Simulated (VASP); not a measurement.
# Lu2NF3 (P-4m2) in VASP: notebook, part 2 of 3

VASP 6.6.1. The steps go on from the part before.

## Step 4: Single point, PBE

File INCAR:

```
  PREC = Accurate
  ENCUT = 520
  EDIFF = 1E-6
  ISMEAR = 0
  SIGMA = 0.1
  LREAL = F
  LASPH = T
  NELM = 80
  ALGO = Normal
  ISIF = 2
  LWAVE = F
  LCHARG = T
  GGA = PE
  LELF = T
  LVHAR = T
  NBANDS = 47
```

File KPOINTS:

```
regular mesh
0
Gamma
  6 6 2
```

File POSCAR:

```
Lu2NF3
1.0
    3.9013781411      0.0000000000      0.0000000000
    0.0000000000      3.9013781411      0.0000000000
    0.0000000000      0.0000000000      5.5521768263
Lu N F
2 1 3
Direct
    0.0000000000      0.5000000000      0.8023903394
    0.5000000000      0.0000000000      0.1976096606
    0.0000000000      0.0000000000      0.0000000000
    0.5000000000      0.5000000000      0.0000000000
    0.0000000000      0.5000000000      0.4172801700
    0.5000000000      0.0000000000      0.5827198300
```

Potentials or basis: VASP PAW PBE potentials, release 64 (Lu, N, F).

The run is started by

```console
> cat potpaw_PBE.64/Lu/POTCAR potpaw_PBE.64/N/POTCAR potpaw_PBE.64/F/POTCAR > POTCAR
> mpirun -np 1 vasp_std > vasp.out
```

OUTCAR:

```text
PREC = Accurate
   ENCUT = 520
   EDIFF = 1E-6
   ISMEAR = 0
   LREAL = F
   LASPH = T
   NELM = 80
   ISIF = 2
   GGA = PE

 ion  position               nearest neighbor table
   1  0.000  0.500  0.802-   5 2.14   4 2.24   3 2.24   3 2.24   4 2.24   2 3.52   2 3.52   2 3.52
                             2 3.52
   2  0.500  0.000  0.198-   6 2.14   4 2.24   3 2.24   4 2.24   3 2.24   1 3.52   1 3.52   1 3.52
                             1 3.52
   3  0.000  0.000  0.000-   1 2.24   2 2.24   1 2.24   2 2.24
   4  0.500  0.500  0.000-   1 2.24   2 2.24   2 2.24   1 2.24
   5  0.000  0.500  0.417-   1 2.14
   6  0.500  0.000  0.583-   2 2.14

  LATTYP: Found a simple tetragonal cell.
 ALAT       =     3.9013781411
 C/A-ratio  =     1.4231321921

  Lattice vectors:

 A1 = (   3.9013781411,   0.0000000000,   0.0000000000)
 A2 = (   0.0000000000,   3.9013781411,   0.0000000000)
 A3 = (   0.0000000000,   0.0000000000,   5.5521768263)

Analysis of symmetry for initial positions (statically):
=====================================================================
 Subroutine PRICEL returns:
 Original cell was already a primitive cell.

 Routine SETGRP: Setting up the symmetry group for a
 simple tetragonal supercell.

 Subroutine GETGRP returns: Found  8 space group operations
 (whereof  8 operations were pure point group operations)
 out of a pool of 16 trial point group operations.

The static configuration has the point symmetry D_2d.

Analysis of symmetry for dynamics (positions and initial velocities):
=====================================================================
 Subroutine PRICEL returns:
 Original cell was already a primitive cell.

 Routine SETGRP: Setting up the symmetry group for a
 simple tetragonal supercell.

 Subroutine GETGRP returns: Found  8 space group operations
 (whereof  8 operations were pure point group operations)
 out of a pool of 16 trial point group operations.

The dynamic configuration has the point symmetry D_2d.

 Subroutine INISYM returns: Found  8 space group operations
 (whereof  8 operations are pure point group operations),
 and found     1 'primitive' translations

----------------------------------------------------------------------------------------

                                     Primitive cell

  volume of cell :      84.5083

  direct lattice vectors                    reciprocal lattice vectors
     3.901378141  0.000000000  0.000000000     0.256319681  0.000000000  0.000000000
     0.000000000  3.901378141  0.000000000     0.000000000  0.256319681  0.000000000
     0.000000000  0.000000000  5.552176826     0.000000000  0.000000000  0.180109537

  length of vectors
     3.901378141  3.901378141  5.552176826     0.256319681  0.256319681  0.180109537

  position of ions in fractional coordinates (direct lattice)
     0.000000000  0.500000000  0.802390339
     0.500000000  0.000000000  0.197609661
     0.000000000  0.000000000  0.000000000
     0.500000000  0.500000000  0.000000000
     0.000000000  0.500000000  0.417280170
     0.500000000  0.000000000  0.582719830

  ion indices of the primitive-cell ions
   primitive index   ion index
[... 30 lines left out ...]

 Found     20 irreducible k-points:

 Following reciprocal coordinates:
            Coordinates               Weight
  0.000000  0.000000  0.000000      1.000000
  0.166667  0.000000  0.000000      4.000000
  0.333333  0.000000  0.000000      4.000000
  0.500000  0.000000  0.000000      2.000000
  0.166667  0.166667  0.000000      4.000000
  0.333333  0.166667  0.000000      8.000000
[... 12 lines left out ...]
  0.500000  0.333333  0.500000      4.000000
  0.500000  0.500000  0.500000      1.000000
   k-points           NKPTS =     20   k-points in BZ     NKDIM =     20   number of bands    NBANDS=     47
   number of dos      NEDOS =    301   number of ions     NIONS =      6
   total plane-waves  NPLWV =  37800
   dimension x,y,z NGX =    30 NGY =   30 NGZ =   42
   dimension x,y,z NGXF=    60 NGYF=   60 NGZF=   84
   ions per type =               2   1   3
   NGX,Y,Z   is equivalent  to a cutoff of  12.78, 12.78, 12.58 a.u.
   NGXF,Y,Z  is equivalent  to a cutoff of  25.57, 25.57, 25.15 a.u.
 SYSTEM =  unknown system
   PREC   = accura    normal or accurate (medium, high low for compatibility)
   ISTART =      0    job   : 0-new  1-cont  2-samecut
   ICHARG =      2    charge: 1-file 2-atom 10-const
   ISPIN  =      1    spin polarized calculation?
   LNONCOLLINEAR =      F non collinear calculations
   LSORBIT =      F    spin-orbit coupling
   LASPH  =      T    aspherical Exc in radial PAW
   ENCUT  =  520.0 eV  38.22 Ry    6.18 a.u.   7.25  7.25 10.32*2*pi/ulx,y,z
   NELM   =     80;   NELMIN=  2; NELMDL= -5     # of ELM steps
   EDIFF  = 0.1E-05   stopping-criterion for ELM
   LREAL  =      F    real-space projection
   EDIFFG = 0.1E-04   stopping-criterion for IOM
   NSW    =      0    number of steps for IOM
   IBRION =     -1    ionic relax: 0-MD 1-quasi-New 2-CG
   NFREE  =      0    steps in history (QN), initial steepest desc. (CG)
   ISIF   =      2    stress and relaxation
   ISYM   =      2    0-nonsym 1-usesym 2-fastsym
   POTIM  = 0.5000    time-step for ionic-motion
   TEBEG  =    0.0;   TEEND  =   0.0 temperature during run
   PSTRESS=    0.0 pullay stress
   NELECT =      76.0000    total number of electrons
   NUPDOWN=      -1.0000    fix difference up-down
   EMIN   =  10.00;   EMAX   =-10.00  energy-range for DOS
   EFERMI =   0.00;   METHOD = LEGACY
   ISMEAR =     0;   SIGMA  =   0.10  broadening in eV -4-tet -1-fermi 0-gaus
   EFERMI_NEDOS =   21; number of points for ismear=-14 and -15
   IALGO  =     38    algorithm
   IMIX   =      4    mixing-type and parameters
     AMIX     =   0.40;   BMIX     =  1.00
     AMIX_MAG =   1.60;   BMIX_MAG =  1.00
  volume/ion in A,a.u.               =      14.08        95.05
  Fermi-wavevector in a.u.,A,eV,Ry     =   1.580203  2.986151 33.974315  2.497042
  Thomas-Fermi vector in A             =   2.680466
   LORBIT       =      0    0 simple, 1 ext, 2 COOP (PROOUT), +10 PAW based schemes
   GGA     = PE    functional components
   LHFCALC =     F    Hartree Fock is set to
   AEXX    =    0.0000 exact exchange contribution
   IVDW    =     0    specifies the selected vdW correction
   LEPSILON=     F    determine dielectric tensor
   LRPA    =     F    only Hartree local field effects (RPA)
 non-spin polarized calculation
 Gauss-broadening in eV      SIGMA  =   0.10
  energy-cutoff  :      520.00
  volume of cell :       84.51
 maximum number of plane-waves:      2316
 NGX is ok and might be reduce to    30
   NGX = 15   NGY = 15   NGZ = 21

 number of electron      75.9999978 magnetization

 Free energy of the ion-electron system (eV)
  ---------------------------------------------------
  ext. energy  EPLUGINS =         0.00000000
  ---------------------------------------------------
  free energy    TOTEN  =       -40.67202512 eV

  energy without entropy =      -40.67202512  energy(sigma->0) =      -40.67202512

 E-fermi :   3.0678     XC(G=0): -10.7251

 val. band max:        2.5837813835   @ k =   0.5000   0.5000   0.0000
 cond. band min:       4.1180836556   @ k =   0.0000   0.0000   0.0000
 fundamental gap:      1.5343022721
 Fermi energy:         3.0677821975

 k-point     1 :       0.0000    0.0000    0.0000
  band No.  band energies     occupation
      1     -53.0159      2.00000
      2     -52.9955      2.00000
      3     -24.9016      2.00000
      4     -24.0536      2.00000
      5     -24.0536      2.00000
      6     -23.8536      2.00000
[... 989 lines left out ...]
     46       8.8435      0.00000
     47       9.8718      0.00000

------------------------ aborting loop because EDIFF is reached ----------------------------------------

  FORCE on cell =-STRESS in cart. coord.  units (eV):
  Direction    XX          YY          ZZ          XY          YZ          ZX
  --------------------------------------------------------------------------------------
  -------------------------------------------------------------------------------------
  Total        0.3878385      0.3878385      0.6684557      0.0000000      0.0000000      0.0000000
  in kB        7.3529591      7.3529591     12.6731280      0.0000000      0.0000000      0.0000000
  external PRESSURE =       9.1263487 kB  Pullay stress =       0.0000000 kB

 VOLUME and BASIS-vectors are now :
 -----------------------------------------------------------------------------
  energy-cutoff  :      520.00
  volume of cell :       84.51
      direct lattice vectors                 reciprocal lattice vectors
     3.901378141  0.000000000  0.000000000     0.256319681  0.000000000  0.000000000
     0.000000000  3.901378141  0.000000000     0.000000000  0.256319681  0.000000000
     0.000000000  0.000000000  5.552176826     0.000000000  0.000000000  0.180109537

 POSITION                                       TOTAL-FORCE (eV/Angst)
 -----------------------------------------------------------------------------------
      0.00000      1.95069      4.45501         0.000000     -0.000000     -0.005562
      1.95069      0.00000      1.09716         0.000000     -0.000000      0.005562
      0.00000      0.00000      0.00000        -0.000000     -0.000000      0.000000
      1.95069      1.95069      0.00000         0.000000     -0.000000      0.000000
      0.00000      1.95069      2.31681         0.000000     -0.000000     -0.106041
      1.95069      0.00000      3.23536         0.000000      0.000000      0.106041
 -----------------------------------------------------------------------------------
    total drift:                                0.000000      0.000000      0.000000

  FREE ENERGIE OF THE ION-ELECTRON SYSTEM (eV)
  ---------------------------------------------------
  free  energy   TOTEN  =       -40.6720251201 eV

  energy  without entropy=      -40.6720251201  energy(sigma->0) =      -40.67202512
```

OSZICAR:

```text
N       E                     dE             d eps       ncg     rms          rms(c)
DAV:   1     0.730755744696E+03    0.73076E+03   -0.31264E+04  2932   0.535E+03
DAV:   2     0.817720554441E+02   -0.64898E+03   -0.60847E+03  2462   0.886E+02
DAV:   3    -0.356911372420E+02   -0.11746E+03   -0.11489E+03  2170   0.218E+02
DAV:   4    -0.467148896491E+02   -0.11024E+02   -0.10937E+02  2776   0.611E+01
DAV:   5    -0.474855885622E+02   -0.77070E+00   -0.76956E+00  3068   0.127E+01    0.175E+01
DAV:   6    -0.403000088569E+02    0.71856E+01   -0.27401E+01  3264   0.595E+01    0.721E+00
DAV:   7    -0.407855055083E+02   -0.48550E+00   -0.64868E+00  2426   0.162E+01    0.527E+00
DAV:   8    -0.409739506839E+02   -0.18845E+00   -0.39067E+00  3225   0.196E+01    0.362E+00
DAV:   9    -0.406534614002E+02    0.32049E+00   -0.17605E+00  3224   0.136E+01    0.743E-01
DAV:  10    -0.406690721419E+02   -0.15611E-01   -0.19458E-01  2455   0.242E+00    0.388E-01
DAV:  11    -0.406743000895E+02   -0.52279E-02   -0.30876E-02  2906   0.192E+00    0.309E-01
DAV:  12    -0.406718870046E+02    0.24131E-02   -0.14096E-02  3219   0.106E+00    0.664E-02
DAV:  13    -0.406720341135E+02   -0.14711E-03   -0.23070E-03  2787   0.257E-01    0.465E-02
DAV:  14    -0.406720169745E+02    0.17139E-04   -0.29744E-04  2636   0.148E-01    0.179E-02
DAV:  15    -0.406720300148E+02   -0.13040E-04   -0.36071E-05  2681   0.105E-01    0.209E-02
DAV:  16    -0.406720247098E+02    0.53050E-05   -0.40322E-05  2363   0.829E-02    0.431E-03
DAV:  17    -0.406720251201E+02   -0.41029E-06   -0.87956E-06  2377   0.295E-02
   1 F= -.40672025E+02 E0= -.40672025E+02  d E =-.556156E-13
```

Run time: 1.9 min. Hardware: 1 thread of Oxide Virtual Turin-like, shared host; peak memory 0.2 GiB.

Results:

```yaml
Free_energy: -40.6720 eV
Pressure: 0.9 GPa
Largest_force: 0.106 eV/Å
Band_gap_on_the_k_mesh: 1.53 eV (least direct gap 2.65 eV)
```

Forces on the atoms (eV/Å):
```
Lu   0.000  0.000 -0.006
Lu   0.000  0.000  0.006
N    0.000  0.000  0.000
F    0.000  0.000  0.000
F    0.000  0.000 -0.106
F    0.000  0.000  0.106
```

Caveat: the k points lie up to 0.57 Å⁻¹ apart; spin-orbit coupling is left out, which moves the levels of the heavy elements.

## Step 5: Single point, PBE

This run uses another cell than the first one, of 15.14 Å³/atom.

File INCAR:

```
  ALGO = Normal
  EDIFF = 1E-6
  ENCUT = 520
  GGA = PE
  ISIF = 2
  ISMEAR = 0
  LASPH = True
  LCHARG = True
  LELF = True
  LREAL = False
  LVHAR = True
  LWAVE = False
  NBANDS = 47
  NELM = 100
  PREC = Accurate
  SIGMA = 0.1
```

File KPOINTS:

```
k-points
0
Gamma
  6 6 2
```

File POSCAR:

```
Lu2NF3
1.0
    3.4528844300      0.0000000000      0.0000000000
    0.0000000000      3.4528844300      0.0000000000
    0.0000000000      0.0000000000      7.6210742500
Lu N F
2 1 3
Direct
    0.0000000000      0.5000000000      0.7365000200
    0.5000000000      0.0000000000      0.2634999800
    0.0000000000      0.0000000000      0.0000000000
    0.5000000000      0.5000000000      0.0000000000
    0.0000000000      0.5000000000      0.3835000100
    0.5000000000      0.0000000000      0.6164999900
```

The run is started by

```console
> cat potpaw_PBE.64/Lu/POTCAR potpaw_PBE.64/N/POTCAR potpaw_PBE.64/F/POTCAR > POTCAR
> mpirun -np 1 vasp_std > vasp.out
```

It took 3.1 min on 1 thread of Oxide Virtual Turin-like, shared host; peak memory 0.22 GiB.

The run converged. Its results:

```yaml
Free_energy: -33.1743 eV
Pressure: -12.4 GPa
Largest_force: 4.526 eV/Å
Band_gap_on_the_k_mesh: zero (bands 38 and 39 overlap by 0.55 eV)
```

Forces in eV/Å, atoms in the order of the input:
```
Lu   0.000  0.000  4.526
Lu   0.000  0.000 -4.526
N    0.000  0.000  0.000
F    0.000  0.000  0.000
F    0.000  0.000  0.076
F    0.000  0.000 -0.076
```

Stress tensor (GPa, compression positive):
```
  1.57   0.00   0.00
  0.00   1.57   0.00
  0.00   0.00 -40.24
```

Levels at points of the mesh, in eV from the Fermi level:
```tsv
k point	band 36	band 37	band 38	band 39	band 40	band 41
(0.00, 0.00, 0.00)	-2.85	-1.97	-0.87	-0.05	0.24	0.24
(0.50, 0.00, 0.00)	-2.64	-1.70	-0.58	0.26	0.79	1.33
(0.50, 0.50, 0.00)	-2.34	0.05	0.05	1.74	1.74	1.94
(0.00, 0.00, 0.50)	-3.19	-0.89	-0.80	-0.36	0.25	0.25
(0.50, 0.00, 0.50)	-2.72	-1.61	-0.56	0.31	0.91	1.42
(0.50, 0.50, 0.50)	-2.37	0.19	0.19	1.25	1.25	2.52
```

Caveat: the k points lie up to 0.41 Å⁻¹ apart, too coarse for converged energies and pressures of a metal; spin-orbit coupling is left out, which moves the levels of the heavy elements; forces of over 1 eV/Å act on the atoms, so gaps and moduli don't describe the material at rest.

[end of part 2 of 3]

The gap in the log of VASP goes by the Fermi energy; the results here count the filled bands.